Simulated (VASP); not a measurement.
# TiO2 (P4_2/mnm) in VASP: vibrations by perturbation theory with LDA

Aim: the vibrations by perturbation theory of TiO2 with LDA.

Program: VASP 6.6.1. These are calculated values, not measurements. Logs are shortened: lines on timing, memory, paths and dates and some standing lists are left out, and cuts for length are marked.

### Step 1. The cell of the first run

The structure is tetragonal, space group P4_2/mnm (No. 136). The conventional cell has a = 4.592 Å, b = 4.592 Å, c = 2.957 Å, α = 90.00°, β = 90.00°, γ = 90.00°. Within 2.6 Å of Ti (site symmetry mmm) lie 6 O at 1.95 to 1.98 Å. Within 2.6 Å of O (site symmetry m2m) lie 3 Ti at 1.95 to 1.98 Å and 1 O at 2.53 Å.

### Step 2. Vibrations by perturbation theory, LDA

File INCAR:

```
SYSTEM = TiO2
PREC = Accurate ; ENCUT = 520
EDIFF = 1E-8 ; ISMEAR = 0
SIGMA = 0.01 ; LREAL = .False.
LASPH = .True. ; NELM = 60
ALGO = Normal ; ISIF = 2
LWAVE = .False. ; LCHARG = .False.
NBANDS = 33 ; IBRION = 8
NSW = 1 ; LEPSILON = .True.
```

File KPOINTS:

```
regular mesh
0
Gamma
  5 5 7
  0 0 0
```

File POSCAR:

```
TiO2
1.0
    4.5922000000      0.0000000000      0.0000000000
    0.0000000000      4.5922000000      0.0000000000
    0.0000000000      0.0000000000      2.9574000000
Ti O
2 4
Direct
    0.0000000000      0.0000000000      0.0000000000
    0.5000000000      0.5000000000      0.5000000000
    0.3052238872      0.3052238872      0.0000000000
    0.1947761128      0.8052238872      0.5000000000
    0.6947761128      0.6947761128      0.0000000000
    0.8052238872      0.1947761128      0.5000000000
```

Potentials or basis: VASP PAW LDA potentials, release 64 (Ti_sv, O).

Started as:

```bash
$ cat potpaw_LDA.64/Ti_sv/POTCAR potpaw_LDA.64/O/POTCAR > POTCAR
$ mpirun -np 1 vasp_std > vasp.out
```

OUTCAR:

```text
SYSTEM = TiO2
   PREC = Accurate
   ENCUT = 520
   EDIFF = 1E-8
   ISMEAR = 0
   LREAL = .False.
   LASPH = .True.
   NELM = 60
   ISIF = 2
   IBRION = 8
   NSW = 1
   LEPSILON = .True.

 ion  position               nearest neighbor table
   1  0.000  0.000  0.000-   4 1.95   6 1.95   4 1.95   6 1.95   5 1.98   3 1.98
   2  0.500  0.500  0.500-   3 1.95   5 1.95   3 1.95   5 1.95   4 1.98   6 1.98
   3  0.305  0.305  0.000-   2 1.95   2 1.95   1 1.98
   4  0.195  0.805  0.500-   1 1.95   1 1.95   2 1.98
   5  0.695  0.695  0.000-   2 1.95   2 1.95   1 1.98
   6  0.805  0.195  0.500-   1 1.95   1 1.95   2 1.98

  LATTYP: Found a simple tetragonal cell.
 ALAT       =     4.5922000000
 C/A-ratio  =     0.6440050520

  Lattice vectors:

 A1 = (   4.5922000000,   0.0000000000,   0.0000000000)
 A2 = (   0.0000000000,   4.5922000000,   0.0000000000)
 A3 = (   0.0000000000,   0.0000000000,   2.9574000000)

Analysis of symmetry for initial positions (statically):
=====================================================================
 Subroutine PRICEL returns:
 Original cell was already a primitive cell.

 Routine SETGRP: Setting up the symmetry group for a
 simple tetragonal supercell.

 Subroutine GETGRP returns: Found 16 space group operations
 (whereof  8 operations were pure point group operations)
 out of a pool of 16 trial point group operations.

The static configuration has the point symmetry D_2h.
 The point group associated with its full space group is D_4h.

Analysis of symmetry for dynamics (positions and initial velocities):
=====================================================================
 Subroutine PRICEL returns:
 Original cell was already a primitive cell.

 Routine SETGRP: Setting up the symmetry group for a
 simple tetragonal supercell.

 Subroutine GETGRP returns: Found 16 space group operations
 (whereof  8 operations were pure point group operations)
 out of a pool of 16 trial point group operations.

The dynamic configuration has the point symmetry D_2h.
 The point group associated with its full space group is D_4h.

 Subroutine INISYM returns: Found 16 space group operations
 (whereof  8 operations are pure point group operations),
 and found     1 'primitive' translations

----------------------------------------------------------------------------------------

                                     Primitive cell

  volume of cell :      62.3665

  direct lattice vectors                    reciprocal lattice vectors
     4.592200000  0.000000000  0.000000000     0.217760550  0.000000000  0.000000000
     0.000000000  4.592200000  0.000000000     0.000000000  0.217760550  0.000000000
     0.000000000  0.000000000  2.957400000     0.000000000  0.000000000  0.338134848

  length of vectors
     4.592200000  4.592200000  2.957400000     0.217760550  0.217760550  0.338134848

  position of ions in fractional coordinates (direct lattice)
     0.000000000  0.000000000  0.000000000
     0.500000000  0.500000000  0.500000000
     0.305223887  0.305223887  0.000000000
     0.194776113  0.805223887  0.500000000
     0.694776113  0.694776113  0.000000000
     0.805223887  0.194776113  0.500000000

  ion indices of the primitive-cell ions
[... 1071 lines left out ...]

 Free energy of the ion-electron system (eV)
  ---------------------------------------------------
  ---------------------------------------------------
  free energy    TOTEN  =        -0.35742197 eV

  energy without entropy =       -0.35742197

------------------------ aborting loop because EDIFF is reached ----------------------------------------

 INTERNAL STRAIN TENSOR  FOR ION    3  DIRECTION 3   (eV/Angst):
 -----------------------------------------------------------------------------
    -0.00486  0.00343  4.42737
     0.00343 -0.00486  4.42737
     5.54090  5.54090  0.01209

 MACROSCOPIC STATIC DIELECTRIC TENSOR (including local field effects in DFT)
 ------------------------------------------------------
           7.567973     0.000000     0.000000
          -0.000000     7.567973     0.000000
           0.000000     0.000000     9.152523
 ------------------------------------------------------

 PIEZOELECTRIC TENSOR (including local field effects)  for field in x, y, z        (e  Angst)
          XX          YY          ZZ          XY          YZ          ZX
  --------------------------------------------------------------------------------
  x     0.00000     0.00000     0.00000     0.00000     0.00000     0.00000
  y     0.00000     0.00000     0.00000     0.00000     0.00000     0.00000
  z     0.00000     0.00000     0.00000     0.00000     0.00000     0.00000

 PIEZOELECTRIC TENSOR (including local field effects)  for field in x, y, z        (C/m^2)
          XX          YY          ZZ          XY          YZ          ZX
  --------------------------------------------------------------------------------
  x     0.00000     0.00000     0.00000     0.00000     0.00000     0.00000
  y     0.00000     0.00000     0.00000     0.00000     0.00000     0.00000
  z     0.00000     0.00000     0.00000     0.00000     0.00000     0.00000

 BORN EFFECTIVE CHARGES (including local field effects) (in |e|, cummulative output)
 ---------------------------------------------------------------------------------
 ion    1
    1     6.28269     1.00716     0.00000
    2     1.00716     6.28269     0.00000
    3     0.00000     0.00000     7.78252
 ion    2
    1     6.28269    -1.00716     0.00000
    2    -1.00716     6.28269     0.00000
    3     0.00000     0.00000     7.78252
 ion    3
    1    -3.14134    -1.78720     0.00000
    2    -1.78720    -3.14134     0.00000
    3     0.00000     0.00000    -3.89126
 ion    4
    1    -3.14134     1.78720     0.00000
    2     1.78720    -3.14134     0.00000
    3     0.00000     0.00000    -3.89126
 ion    5
    1    -3.14134    -1.78720     0.00000
    2    -1.78720    -3.14134     0.00000
    3     0.00000     0.00000    -3.89126
 ion    6
    1    -3.14134     1.78720     0.00000
    2     1.78720    -3.14134     0.00000
    3     0.00000     0.00000    -3.89126

 INTERNAL STRAIN TENSOR FOR ION    6 for displacements in x,y,z  (eV/Angst):
          X           Y           Z          XY          YZ          ZX
  --------------------------------------------------------------------------------
  x     4.60745     2.32034     3.89498     0.76497     0.00000     0.00000
  y    -2.32034    -4.60745    -3.89498    -0.72128     0.00000     0.00000
  z     0.00000     0.00000     0.00000     0.00000    -5.54090     4.42737

 SECOND DERIVATIVES (NOT SYMMETRIZED)
 ------------------------------------
               1X          1Y          1Z          2X          2Y          2Z          3X          3Y          3Z          4X          4Y          4Z          5X          5Y          5Z          6X          6Y          6Z
  1X   -15.524567    4.944603    0.000000   14.132282    0.024123    0.000000   -1.254819   -1.051556    0.000000    1.950961   -1.432807    0.000000   -1.254819   -1.051556    0.000000    1.950961   -1.432807    0.000000
  1Y     4.944603  -15.524567    0.000000    0.024123   14.132282    0.000000   -1.051556   -1.254819    0.000000   -1.432807    1.950961    0.000000   -1.051556   -1.254819    0.000000   -1.432807    1.950961    0.000000
  1Z     0.000000    0.000000   -0.498326    0.000000    0.000000    0.410279    0.000000    0.000000   -0.070813    0.000000    0.000000    0.114836    0.000000    0.000000   -0.070813    0.000000    0.000000    0.114836
  2X    14.132282   -0.024123    0.000000  -15.524567   -4.944603    0.000000    1.950961    1.432807    0.000000   -1.254819    1.051556    0.000000    1.950961    1.432807    0.000000   -1.254819    1.051556    0.000000
  2Y    -0.024123   14.132282    0.000000   -4.944603  -15.524567    0.000000    1.432807    1.950961    0.000000    1.051556   -1.254819    0.000000    1.432807    1.950961    0.000000    1.051556   -1.254819    0.000000
  2Z     0.000000    0.000000    0.410279    0.000000    0.000000   -0.498326    0.000000    0.000000    0.114836    0.000000    0.000000   -0.070813    0.000000    0.000000    0.114836    0.000000    0.000000   -0.070813
  3X    -1.255651   -1.036967    0.000000    1.954431    1.424618    0.000000  -11.177971   -5.772536    0.000000   -0.713239    0.924484    0.000000    5.742291    5.388810    0.000000    5.450139   -0.928409    0.000000
  3Y    -1.036967   -1.255651    0.000000    1.424618    1.954431    0.000000   -5.772536  -11.177971    0.000000   -0.928409    5.450139    0.000000    5.388810    5.742291    0.000000    0.924484   -0.713239    0.000000
  3Z     0.000000    0.000000   -0.070004    0.000000    0.000000    0.118756    0.000000    0.000000   -7.785772    0.000000    0.000000    2.006152    0.000000    0.000000    3.724715    0.000000    0.000000    2.006152
  4X     1.954431   -1.424618    0.000000   -1.255651    1.036967    0.000000   -0.713239   -0.924484    0.000000  -11.177971    5.772536    0.000000    5.450139    0.928409    0.000000    5.742291   -5.388810    0.000000
  4Y    -1.424618    1.954431    0.000000    1.036967   -1.255651    0.000000    0.928409    5.450139    0.000000    5.772536  -11.177971    0.000000   -0.924484   -0.713239    0.000000   -5.388810    5.742291    0.000000
  4Z     0.000000    0.000000    0.118756    0.000000    0.000000   -0.070004    0.000000    0.000000    2.006152    0.000000    0.000000   -7.785772    0.000000    0.000000    2.006152    0.000000    0.000000    3.724715
  5X    -1.255651   -1.036967    0.000000    1.954431    1.424618    0.000000    5.742291    5.388810    0.000000    5.450139   -0.928409    0.000000  -11.177971   -5.772536    0.000000   -0.713239    0.924484    0.000000
  5Y    -1.036967   -1.255651    0.000000    1.424618    1.954431    0.000000    5.388810    5.742291    0.000000    0.924484   -0.713239    0.000000   -5.772536  -11.177971    0.000000   -0.928409    5.450139    0.000000
  5Z     0.000000    0.000000   -0.070004    0.000000    0.000000    0.118756    0.000000    0.000000    3.724715    0.000000    0.000000    2.006152    0.000000    0.000000   -7.785772    0.000000    0.000000    2.006152
  6X     1.954431   -1.424618    0.000000   -1.255651    1.036967    0.000000    5.450139    0.928409    0.000000    5.742291   -5.388810    0.000000   -0.713239   -0.924484    0.000000  -11.177971    5.772536    0.000000
  6Y    -1.424618    1.954431    0.000000    1.036967   -1.255651    0.000000   -0.924484   -0.713239    0.000000   -5.388810    5.742291    0.000000    0.928409    5.450139    0.000000    5.772536  -11.177971    0.000000
  6Z     0.000000    0.000000    0.118756    0.000000    0.000000   -0.070004    0.000000    0.000000    2.006152    0.000000    0.000000    3.724715    0.000000    0.000000    2.006152    0.000000    0.000000   -7.785772

 Eigenvectors and eigenvalues of the dynamical matrix
 ----------------------------------------------------

   1 f  =   23.481811 THz   147.540567 2PiTHz  783.268889 cm-1    97.112922 meV
             X         Y         Z           dx          dy          dz
      0.000000  0.000000  0.000000    -0.000000   -0.000000   -0.000000
      2.296100  2.296100  1.478700    -0.000000   -0.000000    0.000000
      1.401649  1.401649  0.000000    -0.353553   -0.353553    0.000000
      0.894451  3.697749  1.478700    -0.353553    0.353553    0.000000
      3.190551  3.190551  0.000000     0.353553    0.353553    0.000000
      3.697749  0.894451  1.478700     0.353553   -0.353553    0.000000
[... 145 lines left out ...]
  18 f/i=    0.027011 THz     0.169718 2PiTHz    0.901004 cm-1     0.111710 meV
             X         Y         Z           dx          dy          dz
      0.000000  0.000000  0.000000    -0.000000    0.000000   -0.558337
      2.296100  2.296100  1.478700    -0.000000    0.000000   -0.558337
      1.401649  1.401649  0.000000    -0.000000    0.000000   -0.306806
      0.894451  3.697749  1.478700    -0.000000    0.000000   -0.306806
      3.190551  3.190551  0.000000    -0.000000    0.000000   -0.306806
      3.697749  0.894451  1.478700    -0.000000    0.000000   -0.306806

--------------------------------------------------------------------------------------------------------

 MACROSCOPIC STATIC DIELECTRIC TENSOR IONIC CONTRIBUTION
 ------------------------------------------------------
         440.217258     0.000000    -0.000000
           0.000000   440.217258    -0.000000
          -0.000000    -0.000000  3849.234688
 ------------------------------------------------------

 ELASTIC MODULI CONTR FROM IONIC RELAXATION (kBar)
 Direction    XX          YY          ZZ          XY          YZ          ZX
 --------------------------------------------------------------------------------
 XX        -308.4466     62.6578   -138.1885     -0.0000     -0.0000     -0.0000
 YY          62.6578   -308.4466   -138.1885     -0.0000      0.0000      0.0000
 ZZ        -138.1885   -138.1885   -155.3861     -0.0000     -0.0000     -0.0000
 XY          -0.0000     -0.0000     -0.0000     -3.1538      0.0000      0.0000
 YZ          -0.0000      0.0000     -0.0000      0.0000   -274.0856      0.0000
 ZX          -0.0000      0.0000     -0.0000      0.0000      0.0000   -174.9913
 --------------------------------------------------------------------------------

 PIEZOELECTRIC TENSOR IONIC CONTR  for field in x, y, z        (C/m^2)
          XX          YY          ZZ          XY          YZ          ZX
  --------------------------------------------------------------------------------
  x    -0.00000     0.00000    -0.00000     0.00000    -0.00000    -0.00000
  y     0.00000     0.00000     0.00000     0.00000    -0.00000    -0.00000
  z     0.00000    -0.00000     0.00000    -0.00000     0.00000    -0.00000
```

It took 27 min on 1 thread of Intel Xeon Platinum 8488C (Sapphire Rapids), shared host; peak memory 0.37 GiB.

What came out:

```yaml
Electronic_dielectric_tensor_diagonal: 7.57, 7.57, 9.15
Born_charges_mean_of_the_diagonal: Ti +6.78; O -3.39 e
Highest_phonon_frequency_at_Γ_LO-TO_splitting_left_out: 783 cm⁻¹
```

Phonon frequencies in cm⁻¹ (negative: imaginary):
```tsv
q point	frequencies
(0.000, 0.000, 0.000)	-1 0 0 36 71 86 86 157 363 363 370 414 442 442 471 471 584 783
```

Electronic dielectric tensor:
```
7.57 0.00 0.00
0.00 7.57 0.00
0.00 0.00 9.15
```

Born effective charge tensors (e):
atom 1, Ti
```
6.28 1.01 0.00
1.01 6.28 0.00
0.00 0.00 7.78
```
atom 2, Ti
```
 6.28 -1.01  0.00
-1.01  6.28  0.00
 0.00  0.00  7.78
```
atom 3, O
```
-3.14 -1.79  0.00
-1.79 -3.14  0.00
 0.00  0.00 -3.89
```
atom 4, O
```
-3.14  1.79  0.00
 1.79 -3.14  0.00
 0.00  0.00 -3.89
```
atom 5, O
```
-3.14 -1.79  0.00
-1.79 -3.14  0.00
 0.00  0.00 -3.89
```
atom 6, O
```
-3.14  1.79  0.00
 1.79 -3.14  0.00
 0.00  0.00 -3.89
```

Caveat: the cell stands under pressure or tension, which shifts response properties.
